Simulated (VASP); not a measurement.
# CS3 (Im-3m) in VASP: single point with PBE+D3(BJ)

Aim: the single point of CS3 with PBE+D3(BJ).

Everything below comes from runs of VASP 6.6.1. Logs are shortened: lines on timing, memory, paths and dates and some standing lists are left out, and cuts for length are marked.

## Step 1: The cell of the first run

The structure is cubic, space group Im-3m (No. 229). The conventional cell has a = 5.516 Å, b = 5.516 Å, c = 5.516 Å, α = 90.00°, β = 90.00°, γ = 90.00°. Within 3.6 Å of C (site symmetry m-3m) lie 6 S at 2.76 Å. S (site symmetry 4/mmm) has 2 C at 2.76 Å and 4 S at 2.76 Å within 3.6 Å.

The cell was built from a structure type or drawn by symmetry, and may not be a known phase.

## Step 2: Single point, PBE+D3(BJ)

INCAR

```
ALGO = Normal
EDIFF = 1E-6
ENCUT = 600
GGA = PE
GGA_COMPAT = F
ISIF = 2
ISMEAR = 0
IVDW = 12
LASPH = T
LCHARG = T
LELF = T
LREAL = F
LVHAR = T
LWAVE = F
NBANDS = 19
NELM = 120
PREC = Accurate
SIGMA = 0.1
```

KPOINTS

```
k-points
0
Gamma
  4 4 4
```

POSCAR

```
CS3
1.0
   -2.7578086500      2.7578086500      2.7578086500
    2.7578086500     -2.7578086500      2.7578086500
    2.7578086500      2.7578086500     -2.7578086500
C S
1 3
Direct
    0.0000000000      0.0000000000      0.0000000000
    0.0000000000      0.5000000000      0.5000000000
    0.5000000000      0.0000000000      0.5000000000
    0.5000000000      0.5000000000      0.0000000000
```

Potentials or basis: VASP PAW PBE potentials, release 64 (C, S).

Launch:

```bash
$ cat potpaw_PBE.64/C/POTCAR potpaw_PBE.64/S/POTCAR > POTCAR
$ mpirun -np 1 vasp_std > vasp.out
```

OUTCAR:

```text
EDIFF = 1E-6
   ENCUT = 600
   GGA = PE
   ISIF = 2
   ISMEAR = 0
   IVDW = 12
   LASPH = T
   LREAL = F
   NELM = 120
   PREC = Accurate
 IVDW          = 12

 ion  position               nearest neighbor table
   1  0.000  0.000  0.000-
   2  0.000  0.500  0.500-   3 2.76   4 2.76   4 2.76   3 2.76
   3  0.500  0.000  0.500-   2 2.76   4 2.76   4 2.76   2 2.76
   4  0.500  0.500  0.000-   2 2.76   3 2.76   3 2.76   2 2.76

  LATTYP: Found a body centered cubic cell.
 ALAT       =     5.5156173000

  Lattice vectors:

 A1 = (  -2.7578086500,   2.7578086500,   2.7578086500)
 A2 = (   2.7578086500,  -2.7578086500,   2.7578086500)
 A3 = (   2.7578086500,   2.7578086500,  -2.7578086500)

Analysis of symmetry for initial positions (statically):
=====================================================================
 Subroutine PRICEL returns:
 Original cell was already a primitive cell.

 Routine SETGRP: Setting up the symmetry group for a
 body centered cubic supercell.

 Subroutine GETGRP returns: Found 48 space group operations
 (whereof 48 operations were pure point group operations)
 out of a pool of 48 trial point group operations.

The static configuration has the point symmetry O_h .

Analysis of symmetry for dynamics (positions and initial velocities):
=====================================================================
 Subroutine PRICEL returns:
 Original cell was already a primitive cell.

 Routine SETGRP: Setting up the symmetry group for a
 body centered cubic supercell.

 Subroutine GETGRP returns: Found 48 space group operations
 (whereof 48 operations were pure point group operations)
 out of a pool of 48 trial point group operations.

The dynamic configuration has the point symmetry O_h .

 Subroutine INISYM returns: Found 48 space group operations
 (whereof 48 operations are pure point group operations),
 and found     1 'primitive' translations

----------------------------------------------------------------------------------------

                                     Primitive cell

  volume of cell :      83.8981

  direct lattice vectors                    reciprocal lattice vectors
    -2.757808650  2.757808650  2.757808650     0.000000000  0.181303369  0.181303369
     2.757808650 -2.757808650  2.757808650     0.181303369  0.000000000  0.181303369
     2.757808650  2.757808650 -2.757808650     0.181303369  0.181303369  0.000000000

  length of vectors
     4.776664699  4.776664699  4.776664699     0.256401684  0.256401684  0.256401684

  position of ions in fractional coordinates (direct lattice)
     0.000000000  0.000000000  0.000000000
     0.000000000  0.500000000  0.500000000
     0.500000000  0.000000000  0.500000000
     0.500000000  0.500000000  0.000000000

  ion indices of the primitive-cell ions
   primitive index   ion index
                 1           1
                 2           2
                 3           3
                 4           4

----------------------------------------------------------------------------------------

 KPOINTS: k-points

Automatic generation of k-mesh.
 Grid dimensions read from file:
 generate k-points for:    4    4    4

 Generating k-lattice:

  Cartesian coordinates                     Fractional coordinates (reciprocal lattice)
     0.000000000  0.045325842  0.045325842     0.250000000  0.000000000  0.000000000
     0.045325842  0.000000000  0.045325842     0.000000000  0.250000000  0.000000000
     0.045325842  0.045325842  0.000000000     0.000000000  0.000000000  0.250000000

  Length of vectors
     0.064100421  0.064100421  0.064100421

  Shift w.r.t. Gamma in fractional coordinates (k-lattice)
     0.000000000  0.000000000  0.000000000

 Subroutine IBZKPT returns following result:
 ===========================================

 Found      8 irreducible k-points:

 Following reciprocal coordinates:
            Coordinates               Weight
  0.000000  0.000000  0.000000      1.000000
  0.250000  0.000000  0.000000     12.000000
  0.500000  0.000000  0.000000      6.000000
  0.250000  0.250000  0.000000     24.000000
  0.250000  0.250000  0.250000      2.000000
 -0.250000  0.250000  0.250000      6.000000
  0.500000  0.500000  0.250000     12.000000
  0.500000  0.500000  0.500000      1.000000
   k-points           NKPTS =      8   k-points in BZ     NKDIM =      8   number of bands    NBANDS=     19
   number of dos      NEDOS =    301   number of ions     NIONS =      4
   total plane-waves  NPLWV =  64000
   dimension x,y,z NGX =    40 NGY =   40 NGZ =   40
   dimension x,y,z NGXF=    80 NGYF=   80 NGZF=   80
   ions per type =               1   3
   NGX,Y,Z   is equivalent  to a cutoff of  13.92, 13.92, 13.92 a.u.
   NGXF,Y,Z  is equivalent  to a cutoff of  27.84, 27.84, 27.84 a.u.
 SYSTEM =  unknown system
   PREC   = accura    normal or accurate (medium, high low for compatibility)
   ISTART =      0    job   : 0-new  1-cont  2-samecut
   ICHARG =      2    charge: 1-file 2-atom 10-const
   ISPIN  =      1    spin polarized calculation?
   LNONCOLLINEAR =      F non collinear calculations
   LSORBIT =      F    spin-orbit coupling
   LASPH  =      T    aspherical Exc in radial PAW
   ENCUT  =  600.0 eV  44.10 Ry    6.64 a.u.   9.54  9.54  9.54*2*pi/ulx,y,z
   NELM   =    120;   NELMIN=  2; NELMDL= -5     # of ELM steps
   EDIFF  = 0.1E-05   stopping-criterion for ELM
   LREAL  =      F    real-space projection
   EDIFFG = 0.1E-04   stopping-criterion for IOM
   NSW    =      0    number of steps for IOM
   IBRION =     -1    ionic relax: 0-MD 1-quasi-New 2-CG
   NFREE  =      0    steps in history (QN), initial steepest desc. (CG)
   ISIF   =      2    stress and relaxation
   ISYM   =      2    0-nonsym 1-usesym 2-fastsym
   POTIM  = 0.5000    time-step for ionic-motion
   TEBEG  =    0.0;   TEEND  =   0.0 temperature during run
   PSTRESS=    0.0 pullay stress
   NELECT =      22.0000    total number of electrons
   NUPDOWN=      -1.0000    fix difference up-down
   EMIN   =  10.00;   EMAX   =-10.00  energy-range for DOS
   EFERMI =   0.00;   METHOD = LEGACY
   ISMEAR =     0;   SIGMA  =   0.10  broadening in eV -4-tet -1-fermi 0-gaus
   EFERMI_NEDOS =   21; number of points for ismear=-14 and -15
   IALGO  =     38    algorithm
   IMIX   =      4    mixing-type and parameters
     AMIX     =   0.40;   BMIX     =  1.00
     AMIX_MAG =   1.60;   BMIX_MAG =  1.00
  volume/ion in A,a.u.               =      20.97       141.54
  Fermi-wavevector in a.u.,A,eV,Ry     =   1.047848  1.980145 14.938997  1.097985
  Thomas-Fermi vector in A             =   2.182745
   LORBIT       =      0    0 simple, 1 ext, 2 COOP (PROOUT), +10 PAW based schemes
   GGA     = PE    functional components
   LHFCALC =     F    Hartree Fock is set to
   AEXX    =    0.0000 exact exchange contribution
   IVDW    =    12    specifies the selected vdW correction
   LEPSILON=     F    determine dielectric tensor
   LRPA    =     F    only Hartree local field effects (RPA)
 non-spin polarized calculation
 Gauss-broadening in eV      SIGMA  =   0.10
  energy-cutoff  :      600.00
  volume of cell :       83.90
 maximum number of plane-waves:      2811
 NGX is ok and might be reduce to    40
   NGX = 19   NGY = 19   NGZ = 19

 number of electron      22.0000002 magnetization

 Free energy of the ion-electron system (eV)
  ---------------------------------------------------
  ext. energy  EPLUGINS =         0.00000000
  ---------------------------------------------------
  free energy    TOTEN  =       -13.68613672 eV

  energy without entropy =      -13.65825387  energy(sigma->0) =      -13.67219529

 E-fermi :   3.0108     XC(G=0):  -9.2426

 val. band max:        2.9949323468   @ k =   0.5000   0.0000   0.0000
 cond. band min:       3.0678851521   @ k =   0.2500   0.0000   0.0000
 fundamental gap:      0.0729528054
 Fermi energy:         3.0108485874

 k-point     1 :       0.0000    0.0000    0.0000
  band No.  band energies     occupation
      1     -11.5389      2.00000
      2      -8.1702      2.00000
      3      -8.1702      2.00000
      4      -5.3231      2.00000
      5      -1.5023      2.00000
      6      -1.5023      2.00000
[... 11 lines left out ...]
     18       7.8627      0.00000
     19       7.8627      0.00000

 k-point     2 :       0.2500    0.0000    0.0000
  band No.  band energies     occupation
      1     -11.1677      2.00000
      2      -8.7735      2.00000
      3      -8.3291      2.00000
      4      -5.6554      2.00000
      5      -1.6348      2.00000
      6      -0.7828      2.00000
[... 11 lines left out ...]
     18       8.9885      0.00000
     19       9.4972      0.00000

 k-point     3 :       0.5000    0.0000    0.0000
  band No.  band energies     occupation
      1     -10.4216      2.00000
      2      -9.7332      2.00000
      3      -8.4736      2.00000
      4      -5.9428      2.00000
      5      -1.7582      2.00000
      6      -0.4546      2.00000
[... 11 lines left out ...]
     18      11.7960      0.00000
     19      12.1547      0.00000

 k-point     4 :       0.2500    0.2500    0.0000
  band No.  band energies     occupation
      1     -10.5139      2.00000
      2      -9.4800      2.00000
      3      -8.6645      2.00000
      4      -5.9561      2.00000
      5      -1.0808      2.00000
      6      -1.0170      2.00000
[... 11 lines left out ...]
     18      11.5944      0.00000
     19      11.6261      0.00000

 k-point     5 :       0.2500    0.2500    0.2500
  band No.  band energies     occupation
      1      -9.6286      2.00000
      2      -9.6286      2.00000
      3      -9.6286      2.00000
      4      -6.3857      2.00000
      5       1.0495      2.00000
      6       1.0495      2.00000
[... 11 lines left out ...]
     18      12.6529      0.00000
     19      12.6544      0.00000

 k-point     6 :      -0.2500    0.2500    0.2500
  band No.  band energies     occupation
      1     -10.8596      2.00000
      2      -9.3163      2.00000
      3      -8.2093      2.00000
      4      -5.4887      2.00000
      5      -2.0286      2.00000
      6      -2.0286      2.00000
[... 11 lines left out ...]
     18      10.7887      0.00000
     19      10.7887      0.00000

 k-point     7 :       0.5000    0.5000    0.2500
  band No.  band energies     occupation
      1     -10.2705      2.00000
      2      -9.9252      2.00000
      3      -8.3391      2.00000
      4      -5.3730      2.00000
      5      -2.3044      2.00000
      6      -1.6290      2.00000
[... 11 lines left out ...]
     18      11.0982      0.00000
     19      11.9621      0.00000

 k-point     8 :       0.5000    0.5000    0.5000
  band No.  band energies     occupation
      1     -10.1040      2.00000
      2     -10.1040      2.00000
      3      -8.1316      2.00000
      4      -4.8132      2.00000
      5      -2.6404      2.00000
      6      -2.6404      2.00000
[... 11 lines left out ...]
     18      10.5647      0.00000
     19      10.5647      0.00000

------------------------ aborting loop because EDIFF is reached ----------------------------------------

 Edisp (eV)   -0.96550

 E8    (eV) :    -0.3360

  FORCE on cell =-STRESS in cart. coord.  units (eV):
  Direction    XX          YY          ZZ          XY          YZ          ZX
  --------------------------------------------------------------------------------------
  -------------------------------------------------------------------------------------
  Total      -9.24296    -9.24296    -9.24296     0.00000    -0.00000     0.00000
  in kB    -176.50990  -176.50990  -176.50990     0.00000    -0.00000     0.00000
  external pressure =     -176.51 kB  Pullay stress =        0.00 kB

 VOLUME and BASIS-vectors are now :
 -----------------------------------------------------------------------------
  energy-cutoff  :      600.00
  volume of cell :       83.90
      direct lattice vectors                 reciprocal lattice vectors
    -2.757808650  2.757808650  2.757808650     0.000000000  0.181303369  0.181303369
     2.757808650 -2.757808650  2.757808650     0.181303369  0.000000000  0.181303369
     2.757808650  2.757808650 -2.757808650     0.181303369  0.181303369  0.000000000

 POSITION                                       TOTAL-FORCE (eV/Angst)
 -----------------------------------------------------------------------------------
      0.00000      0.00000      0.00000         0.000000      0.000000     -0.000000
      2.75781      0.00000      0.00000        -0.000000      0.000000     -0.000000
      0.00000      2.75781      0.00000        -0.000000     -0.000000      0.000000
      0.00000      0.00000      2.75781         0.000000      0.000000     -0.000000
 -----------------------------------------------------------------------------------
    total drift:                               -0.000000     -0.000000      0.000000

  FREE ENERGIE OF THE ION-ELECTRON SYSTEM (eV)
  ---------------------------------------------------
  free  energy   TOTEN  =       -14.6516405223 eV

  energy  without entropy=      -14.6237576719  energy(sigma->0) =      -14.63769910
```

Run time: 22 s. Hardware: 1 thread of Intel Xeon Platinum 8259CL at 2.50GHz (Skylake/Cascade Lake), shared host; peak memory 0.23 GiB.

What came out:

- Free energy: -14.6516 eV
- Pressure: -17.7 GPa
- Band gap on the k mesh: zero (bands 11 and 12 overlap by 3.53 eV)
- Dispersion energy per atom: -0.241 eV

Caveat: the k points lie up to 0.40 Å⁻¹ apart, too coarse for converged energies and pressures of a metal.
